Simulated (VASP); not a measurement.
Runs of VASP 6.6.1 on SnO2. The structure is that of space group Pbcn (No. 60), or close to it. The cells are those of the table. 

```tsv
cell	gap on the mesh (eV)	pressure (GPa)	largest force (eV/Å)
a = 4.703, b = 5.695, c = 5.204 Å, 12 atoms	(b)	1.1	0.02
a = 4.663, b = 5.627, c = 5.154 Å, 12 atoms	1.85	7.6	0.03
a = 4.748, b = 5.759, c = 5.252 Å, 12 atoms	1.21	-4.5	0.02
a = 4.635, b = 5.547, c = 5.097 Å, 12 atoms	2.17	(a)	0.02
a = 4.643, b = 5.324, c = 4.962 Å, 12 atoms	2.70	31.8	0.04
```

Alike in all rows: task single point; level LDA; potentials or basis VASP PAW LDA potentials, release 64 (Sn_d, O); no spin polarisation; k mesh 6 × 6 × 6; cutoff (eV) 520; smearing gaussian 0.02 eV.

Problem. Estimate the missing entries.

Solution. (a) 15.0; (b) 1.54.

Caveats: spin-orbit coupling is left out, which moves the levels of the heavy elements.

A k mesh can miss the band edges, and the runs leave out spin-orbit coupling on Sn.
